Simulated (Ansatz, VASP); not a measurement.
## One calculation of Pd, two programs

```
Pd
1.0
     0.00000    1.94490    1.84766
     1.94490    0.00000    1.84766
     1.94490    1.94490    0.00000
Pd
1
Direct
  0.00000 0.00000 0.00000
```

Change from the starting cell: strain +0.000 along x and y, -0.050 along z, atoms carried along.

Alike in both runs: task single point; functional PBE; k mesh 20 × 20 × 20; occupations gaussian, width 0.15 eV; no spin polarisation.

|  | VASP | Ansatz |
| --- | --- | --- |
| version | VASP 6.6.1 | Ansatz 0.2.0 |
| potentials or method | VASP PAW PBE potentials, release 64 (Pd), cutoff 520 eV | scalar-relativistic, plane waves, PAW |
| valence electrons in the cell | 10 | 18 |

|  | VASP | Ansatz | Ansatz less VASP |
| --- | --- | --- | --- |
| gap on the k mesh at the Fermi level (eV) | none | none | - |
| pressure (GPa) | 19.6 | 20.1 | +0.45 |
| traceless stress, the component that is largest in VASP (GPa) | 1.79 | 1.82 | +0.029 |

A gap of «none» marks a metal or a gap that the smearing closes. The functional is the same, so the differences come from potentials, cutoffs and numerics. VASP's potentials hold 10 valence electrons a cell and Ansatz's 18, so a difference there can come from the potentials and not from the codes.
